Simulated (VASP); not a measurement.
A run of VASP 6.6.1:

Contents of INCAR:

```
SYSTEM = Si16B
ALGO = Normal
EDIFF = 1E-6
EDIFFG = -0.08
ENCUT = 520
GGA = PE
IBRION = 2
ISIF = 2
ISMEAR = -1
ISPIN = 2
KPAR = 2
LASPH = .True.
LCHARG = .False.
LORBIT = 11
LREAL = Auto
LWAVE = .False.
MAGMOM = 0 0 0 0 0 0 0 0 0 0 0 0 0 0 0 0 1
NELM = 150
NSW = 45
PREC = Accurate
SIGMA = 0.02
```

File KPOINTS:

```
k-points
0
Gamma
  2 2 2
  0 0 0
```

POSCAR

```
Si16B
1.0
    0.0000000000      5.4300000000      5.4300000000
    5.4300000000      0.0000000000      5.4300000000
    5.4300000000      5.4300000000      0.0000000000
Si B
16 1
Direct
    0.0000000000      0.0000000000      0.0000000000
    0.1250000000      0.1250000000      0.1250000000
    0.0000000000      0.0000000000      0.5000000000
    0.1250000000      0.1250000000      0.6250000000
    0.0000000000      0.5000000000      0.0000000000
    0.1250000000      0.6250000000      0.1250000000
    0.0000000000      0.5000000000      0.5000000000
    0.1250000000      0.6250000000      0.6250000000
    0.5000000000      0.0000000000      0.0000000000
    0.6250000000      0.1250000000      0.1250000000
    0.5000000000      0.0000000000      0.5000000000
    0.6250000000      0.1250000000      0.6250000000
    0.5000000000      0.5000000000      0.0000000000
    0.6250000000      0.6250000000      0.1250000000
    0.5000000000      0.5000000000      0.5000000000
    0.6250000000      0.6250000000      0.6250000000
    0.3705656000      0.3744662000      0.3740832000
```

Potentials or basis: VASP PAW PBE potentials, release 64 (Si, B).

The run is started by

```console
$ cat potpaw_PBE.64/Si/POTCAR potpaw_PBE.64/B/POTCAR > POTCAR
$ mpirun -np 4 vasp_std > vasp.out
```

Hardware: 4 MPI ranks on Intel(R) Xeon(R) Platinum 8488C (Sapphire Rapids), with other jobs on the host.

Estimate the wall time of this run.

It took 6.2 min on 4 MPI ranks on Intel(R) Xeon(R) Platinum 8488C (Sapphire Rapids) (shared host), peak memory 0.46 GiB a rank. Counts: scf iterations 35, k points 8, ion steps 4.
